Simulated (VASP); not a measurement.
# CdSe (rocksalt type) (Fm-3m) in VASP: single point with LDA

Aim: the single point of CdSe (rocksalt type) with LDA.

All numbers are computed with VASP 6.6.1; they aren't measurements. Logs are shortened: lines on timing, memory, paths and dates and some standing lists are left out, and cuts for length are marked.

**1. The cell of the first run**

Symmetry: Fm-3m, No. 225, cubic system. Conventional cell: a = 5.563 Å, b = 5.563 Å, c = 5.563 Å, α = 90.00°, β = 90.00°, γ = 90.00°. Cd (site symmetry m-3m) has 6 Se at 2.78 Å within 3.7 Å. Within 3.7 Å of Se (site symmetry m-3m) lie 6 Cd at 2.78 Å.

**2. Single point, LDA**

Contents of INCAR:

```
PREC = Accurate ; ENCUT = 520
EDIFF = 1E-6 ; ISMEAR = -1
SIGMA = 0.05 ; LREAL = False
LASPH = True ; NELM = 80
ALGO = Normal ; ISIF = 2
LWAVE = False ; LCHARG = False
GGA = CA ; NBANDS = 16
```

Contents of KPOINTS:

```
Automatic mesh
0
Gamma
  12 12 12
```

Contents of POSCAR:

```
CdSe
1.0
    0.0000000000      2.7816070569      2.7816070569
    2.7816070569      0.0000000000      2.7816070569
    2.7816070569      2.7816070569      0.0000000000
Cd Se
1 1
Direct
    0.0000000000      0.0000000000      0.0000000000
    0.5000000000      0.5000000000      0.5000000000
```

Potentials or basis: VASP PAW LDA potentials, release 64 (Cd, Se).

Started as:

```bash
$ cat potpaw_LDA.64/Cd/POTCAR potpaw_LDA.64/Se/POTCAR > POTCAR
$ mpirun -np 1 vasp_std > vasp.out
```

OUTCAR:

```text
PREC = Accurate
   ENCUT = 520
   EDIFF = 1E-6
   ISMEAR = -1
   LREAL = False
   LASPH = True
   NELM = 80
   ISIF = 2
   GGA = CA

 ion  position               nearest neighbor table
   1  0.000  0.000  0.000-   2 2.78   2 2.78   2 2.78   2 2.78   2 2.78   2 2.78
   2  0.500  0.500  0.500-   1 2.78   1 2.78   1 2.78   1 2.78   1 2.78   1 2.78

  LATTYP: Found a face centered cubic cell.
 ALAT       =     5.5632141138

  Lattice vectors:

 A1 = (   0.0000000000,   2.7816070569,   2.7816070569)
 A2 = (   2.7816070569,   0.0000000000,   2.7816070569)
 A3 = (   2.7816070569,   2.7816070569,   0.0000000000)

Analysis of symmetry for initial positions (statically):
=====================================================================
 Subroutine PRICEL returns:
 Original cell was already a primitive cell.

 Routine SETGRP: Setting up the symmetry group for a
 face centered cubic supercell.

 Subroutine GETGRP returns: Found 48 space group operations
 (whereof 48 operations were pure point group operations)
 out of a pool of 48 trial point group operations.

The static configuration has the point symmetry O_h .

Analysis of symmetry for dynamics (positions and initial velocities):
=====================================================================
 Subroutine PRICEL returns:
 Original cell was already a primitive cell.

 Routine SETGRP: Setting up the symmetry group for a
 face centered cubic supercell.

 Subroutine GETGRP returns: Found 48 space group operations
 (whereof 48 operations were pure point group operations)
 out of a pool of 48 trial point group operations.

The dynamic configuration has the point symmetry O_h .

 Subroutine INISYM returns: Found 48 space group operations
 (whereof 48 operations are pure point group operations),
 and found     1 'primitive' translations

----------------------------------------------------------------------------------------

                                     Primitive cell

  volume of cell :      43.0445

  direct lattice vectors                    reciprocal lattice vectors
     0.000000000  2.781607057  2.781607057    -0.179752204  0.179752204  0.179752204
     2.781607057  0.000000000  2.781607057     0.179752204 -0.179752204  0.179752204
     2.781607057  2.781607057  0.000000000     0.179752204  0.179752204 -0.179752204

  length of vectors
     3.933786425  3.933786425  3.933786425     0.311339951  0.311339951  0.311339951

  position of ions in fractional coordinates (direct lattice)
     0.000000000  0.000000000  0.000000000
     0.500000000  0.500000000  0.500000000

  ion indices of the primitive-cell ions
   primitive index   ion index
                 1           1
                 2           2

----------------------------------------------------------------------------------------

 KPOINTS: Automatic mesh

Automatic generation of k-mesh.
 Grid dimensions read from file:
 generate k-points for:   12   12   12

 Generating k-lattice:

  Cartesian coordinates                     Fractional coordinates (reciprocal lattice)
    -0.014979350  0.014979350  0.014979350     0.083333333  0.000000000  0.000000000
     0.014979350 -0.014979350  0.014979350     0.000000000  0.083333333  0.000000000
     0.014979350  0.014979350 -0.014979350     0.000000000  0.000000000  0.083333333

  Length of vectors
     0.025944996  0.025944996  0.025944996

  Shift w.r.t. Gamma in fractional coordinates (k-lattice)
     0.000000000  0.000000000  0.000000000

 Subroutine IBZKPT returns following result:
 ===========================================

 Found     72 irreducible k-points:

 Following reciprocal coordinates:
            Coordinates               Weight
  0.000000  0.000000  0.000000      1.000000
  0.083333  0.000000  0.000000      8.000000
  0.166667  0.000000  0.000000      8.000000
  0.250000  0.000000  0.000000      8.000000
  0.333333  0.000000  0.000000      8.000000
  0.416667  0.000000  0.000000      8.000000
[... 16 lines left out ...]
  0.500000  0.166667  0.000000     24.000000
 -0.416667  0.166667  0.000000     24.000000
 [... further k-points ...]
   k-points           NKPTS =     72   k-points in BZ     NKDIM =     72   number of bands    NBANDS=     16
   number of dos      NEDOS =    301   number of ions     NIONS =      2
   total plane-waves  NPLWV =  27000
   dimension x,y,z NGX =    30 NGY =   30 NGZ =   30
   dimension x,y,z NGXF=    60 NGYF=   60 NGZF=   60
   ions per type =               1   1
   NGX,Y,Z   is equivalent  to a cutoff of  12.68, 12.68, 12.68 a.u.
   NGXF,Y,Z  is equivalent  to a cutoff of  25.36, 25.36, 25.36 a.u.
 SYSTEM =  unknown system
   PREC   = accura    normal or accurate (medium, high low for compatibility)
   ISTART =      0    job   : 0-new  1-cont  2-samecut
   ICHARG =      2    charge: 1-file 2-atom 10-const
   ISPIN  =      1    spin polarized calculation?
   LNONCOLLINEAR =      F non collinear calculations
   LSORBIT =      F    spin-orbit coupling
   LASPH  =      T    aspherical Exc in radial PAW
   ENCUT  =  520.0 eV  38.22 Ry    6.18 a.u.   7.31  7.31  7.31*2*pi/ulx,y,z
   NELM   =     80;   NELMIN=  2; NELMDL= -5     # of ELM steps
   EDIFF  = 0.1E-05   stopping-criterion for ELM
   LREAL  =      F    real-space projection
   EDIFFG = 0.1E-04   stopping-criterion for IOM
   NSW    =      0    number of steps for IOM
   IBRION =     -1    ionic relax: 0-MD 1-quasi-New 2-CG
   NFREE  =      0    steps in history (QN), initial steepest desc. (CG)
   ISIF   =      2    stress and relaxation
   ISYM   =      2    0-nonsym 1-usesym 2-fastsym
   POTIM  = 0.5000    time-step for ionic-motion
   TEBEG  =    0.0;   TEEND  =   0.0 temperature during run
   PSTRESS=    0.0 pullay stress
   NELECT =      18.0000    total number of electrons
   NUPDOWN=      -1.0000    fix difference up-down
   EMIN   =  10.00;   EMAX   =-10.00  energy-range for DOS
   EFERMI =   0.00;   METHOD = LEGACY
   ISMEAR =    -1;   SIGMA  =   0.05  broadening in eV -4-tet -1-fermi 0-gaus
   EFERMI_NEDOS =   21; number of points for ismear=-14 and -15
   IALGO  =     38    algorithm
   IMIX   =      4    mixing-type and parameters
     AMIX     =   0.40;   BMIX     =  1.00
     AMIX_MAG =   1.60;   BMIX_MAG =  1.00
  volume/ion in A,a.u.               =      21.52       145.24
  Fermi-wavevector in a.u.,A,eV,Ry     =   1.224221  2.313443 20.391289  1.498717
  Thomas-Fermi vector in A             =   2.359304
   LORBIT       =      0    0 simple, 1 ext, 2 COOP (PROOUT), +10 PAW based schemes
   GGA     = CA    functional components
   LHFCALC =     F    Hartree Fock is set to
   AEXX    =    0.0000 exact exchange contribution
   IVDW    =     0    specifies the selected vdW correction
   LEPSILON=     F    determine dielectric tensor
   LRPA    =     F    only Hartree local field effects (RPA)
 non-spin polarized calculation
  energy-cutoff  :      520.00
  volume of cell :       43.04
 maximum number of plane-waves:      1185
 NGX is ok and might be reduce to    30
   NGX = 15   NGY = 15   NGZ = 15

 number of electron      18.0000002 magnetization

 Free energy of the ion-electron system (eV)
  ---------------------------------------------------
  ext. energy  EPLUGINS =         0.00000000
  ---------------------------------------------------
  free energy    TOTEN  =        -6.60404975 eV

  energy without entropy =       -6.59957832  energy(sigma->0) =       -6.60181403

 E-fermi :   3.1200     XC(G=0): -10.7910

 val. band max:        3.1018003250   @ k =  -0.2500   0.1667   0.0000
 cond. band min:       3.3195590786   @ k =  -0.4167   0.5000   0.0833
 fundamental gap:      0.2177587536
 Fermi energy:         3.1200057378

 k-point     1 :       0.0000    0.0000    0.0000
  band No.  band energies     occupation
      1     -10.4761      2.00000
      2      -5.0309      2.00000
      3      -5.0309      2.00000
      4      -5.0084      2.00000
      5      -5.0084      2.00000
      6      -5.0084      2.00000
[... 8 lines left out ...]
     15      13.1726      0.00000
     16      13.1726      0.00000

 k-point     2 :       0.0833    0.0000    0.0000
  band No.  band energies     occupation
      1     -10.4152      2.00000
      2      -5.0505      2.00000
      3      -5.0505      2.00000
      4      -5.0149      2.00000
      5      -4.9979      2.00000
      6      -4.9979      2.00000
[... 8 lines left out ...]
     15      12.7109      0.00000
     16      12.9941      0.00000

 k-point     3 :       0.1667    0.0000    0.0000
  band No.  band energies     occupation
      1     -10.2402      2.00000
      2      -5.1076      2.00000
      3      -5.1076      2.00000
      4      -5.0366      2.00000
      5      -4.9646      2.00000
      6      -4.9646      2.00000
[... 8 lines left out ...]
     15      12.8219      0.00000
     16      12.8219      0.00000

 k-point     4 :       0.2500    0.0000    0.0000
  band No.  band energies     occupation
      1      -9.9770      2.00000
      2      -5.1844      2.00000
      3      -5.1844      2.00000
      4      -5.0801      2.00000
      5      -4.9176      2.00000
      6      -4.9176      2.00000
[... 8 lines left out ...]
     15      13.4777      0.00000
     16      13.4777      0.00000
[... 324 lines left out ...]
 k-point    22 :       0.4167    0.1667    0.0000
  band No.  band energies     occupation
      1      -9.5452      2.00000
      2      -5.2027      2.00000
      3      -5.1722      2.00000
      4      -5.1165      2.00000
      5      -4.8518      2.00000
      6      -4.8214      2.00000
[... 8 lines left out ...]
     15      15.9035      0.00000
     16      16.4969      0.00000

 k-point    23 :       0.5000    0.1667    0.0000
  band No.  band energies     occupation
      1      -9.3784      2.00000
      2      -5.2381      2.00000
      3      -5.1708      2.00000
      4      -5.1536      2.00000
      5      -4.8113      2.00000
      6      -4.8093      2.00000
[... 8 lines left out ...]
     15      16.4655      0.00000
     16      16.4854      0.00000

 k-point    24 :      -0.4167    0.1667    0.0000
  band No.  band energies     occupation
      1      -9.3431      2.00000
      2      -5.2806      2.00000
      3      -5.2191      2.00000
      4      -5.1106      2.00000
      5      -4.8235      2.00000
      6      -4.7873      2.00000
[... 8 lines left out ...]
     15      15.2597      0.00000
     16      15.7774      0.00000

 [... further k-points ...]
[... 5 lines left out ...]
  --------------------------------------------------------------------------------------
  -------------------------------------------------------------------------------------
  Total        0.1881077      0.1881077      0.1881077      0.0000000      0.0000000      0.0000000
  in kB        7.0016416      7.0016416      7.0016416      0.0000000      0.0000000      0.0000000
  external PRESSURE =       7.0016416 kB  Pullay stress =       0.0000000 kB

 VOLUME and BASIS-vectors are now :
 -----------------------------------------------------------------------------
  energy-cutoff  :      520.00
  volume of cell :       43.04
      direct lattice vectors                 reciprocal lattice vectors
     0.000000000  2.781607057  2.781607057    -0.179752204  0.179752204  0.179752204
     2.781607057  0.000000000  2.781607057     0.179752204 -0.179752204  0.179752204
     2.781607057  2.781607057  0.000000000     0.179752204  0.179752204 -0.179752204

 POSITION                                       TOTAL-FORCE (eV/Angst)
 -----------------------------------------------------------------------------------
      0.00000      0.00000      0.00000         0.000000     -0.000000     -0.000000
      2.78161      2.78161      2.78161        -0.000000      0.000000      0.000000
 -----------------------------------------------------------------------------------
    total drift:                               -0.000000      0.000000      0.000000

  FREE ENERGIE OF THE ION-ELECTRON SYSTEM (eV)
  ---------------------------------------------------
  free  energy   TOTEN  =        -6.6040497535 eV

  energy  without entropy=       -6.5995783155  energy(sigma->0) =       -6.60181403
```

It took 39 s on 1 thread of Intel Xeon Platinum 8259CL at 2.50GHz (Skylake/Cascade Lake), shared host; peak memory 0.18 GiB.

Results:

```
Free energy            : -6.6040 eV
Pressure               : 0.7 GPa
Band gap on the k mesh : zero (band 9 reaches 3.10 eV, above the bottom of band 10 at 2.44 eV)
```
